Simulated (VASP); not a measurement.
A run of VASP 6.6.1:

Contents of INCAR:

```
SYSTEM = TaVN2
ALGO = Normal
EDIFF = 1E-6
EDIFFG = -0.01
ENCUT = 600
GGA = RE
IBRION = 2
ISIF = 3
ISMEAR = -1
ISPIN = 2
LASPH = .True.
LCHARG = .False.
LMAXMIX = 4
LORBIT = 11
LREAL = .False.
LWAVE = .False.
MAGMOM = 0 2 0 0
NELM = 150
NSW = 60
PREC = Accurate
SIGMA = 0.05
```

Contents of KPOINTS:

```
k-points
0
Gamma
  9 9 6
  0 0 0
```

File POSCAR:

```
TaVN2
1.0
    3.0498670000      0.0000000000      0.0000000000
    0.0000000000      3.0498670000      0.0000000000
    0.0000000000      0.0000000000      4.2960620000
Ta V N
1 1 2
Direct
    0.0000000000      0.0000000000      0.0000000000
    0.5000000000      0.5000000000      0.5000000000
    0.5000000000      0.5000000000      0.0000000000
    0.0000000000      0.0000000000      0.5000000000
```

Potentials or basis: VASP PAW PBE potentials, release 64 (Ta_pv, V_sv, N).

Run with:

```bash
$ cat potpaw_PBE.64/Ta_pv/POTCAR potpaw_PBE.64/V_sv/POTCAR potpaw_PBE.64/N/POTCAR > POTCAR
$ mpirun -np 1 vasp_std > vasp.out
```

Hardware: 1 thread of AMD EPYC 9R14 (Zen 4) (shared host).

Q: Estimate the wall time of this run.

A: Wall time 4 min on 1 thread of AMD EPYC 9R14 (Zen 4), on a shared host, peak memory 0.23 GiB. Counts: scf iterations 38, k points 60, ion steps 3.
